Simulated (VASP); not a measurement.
Input of a VASP 6.6.1 run:

File INCAR:

```
SYSTEM = Al2B2As
ALGO = Normal ; EDIFF = 1E-6
ENCUT = 520 ; GGA = PE
ISIF = 2 ; ISMEAR = 0
LASPH = .TRUE. ; LCHARG = .TRUE.
LELF = .TRUE. ; LREAL = .FALSE.
LVHAR = .TRUE. ; LWAVE = .FALSE.
NBANDS = 16 ; NELM = 80
PREC = Accurate ; SIGMA = 0.1
```

The input KPOINTS:

```
k-points
0
G
  6 6 4
  0 0 0
```

File POSCAR:

```
Al2B2As
1.0
    3.4857392200      0.0000000000      0.0000000000
    0.0000000000      3.4857392200      0.0000000000
    0.0000000000      0.0000000000      6.6591644300
Al B As
2 2 1
Direct
    0.5000000000      0.5000000000      0.7854387100
    0.5000000000      0.5000000000      0.2145612900
    0.0000000000      0.0000000000      0.5000000000
    0.5000000000      0.5000000000      0.5000000000
    0.0000000000      0.0000000000      0.0000000000
```

Potentials or basis: VASP PAW PBE potentials, release 64 (Al, B, As).

Run with:

```bash
$ cat potpaw_PBE.64/Al/POTCAR potpaw_PBE.64/B/POTCAR potpaw_PBE.64/As/POTCAR > POTCAR
$ mpirun -np 1 vasp_std > vasp.out
```

(1) What does it give for the largest force?

(2) Predict the pressure.

Answers

(1) 2.892 eV/Å.

(2) -5.0 GPa.

Caveat: forces of over 1 eV/Å act on the atoms, so gaps and moduli don't describe the material at rest.
